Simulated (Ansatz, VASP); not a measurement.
AlRu: VASP beside Ansatz

```
CELL_PARAMETERS angstrom
2.98262 0.00000 0.00000
0.00000 3.11684 0.00000
0.00000 0.00000 2.98262
ATOMIC_POSITIONS crystal
Al 0.00000 0.00000 0.00000
Ru 0.50000 0.50000 0.50000
```

Change from the starting cell: strain +0.0450 x Voigt [0, 1, 0, 0, 0, 0], atoms carried along.

Alike in both runs: task single point; functional r2SCAN; k mesh 20 × 20 × 20; occupations gaussian, width 0.15 eV; no spin polarisation.

|  | VASP | Ansatz |
| --- | --- | --- |
| version | VASP 6.6.1 | Ansatz 0.2.0 |
| potentials or method | VASP PAW PBE potentials, release 64 (Al, Ru_pv), cutoff 520 eV | scalar-relativistic, plane waves, PAW |
| valence electrons in the cell | 17 | 19 |

Ansatz gave:

- gap on the k mesh at the Fermi level (eV): none
- pressure (GPa): -8.6
- traceless stress, the component that is largest in VASP (GPa): -4.69

Task: Which values does VASP return?

Result: gap on the k mesh at the Fermi level (eV): none; pressure (GPa): -8.6; traceless stress, the component that is largest in VASP (GPa): -4.71.

VASP's potentials were made for PBE, not for r2SCAN. A gap of «none» marks a metal or a gap that the smearing closes. VASP's potentials hold 17 valence electrons a cell and Ansatz's 19, so a difference there can come from the potentials and not from the codes.
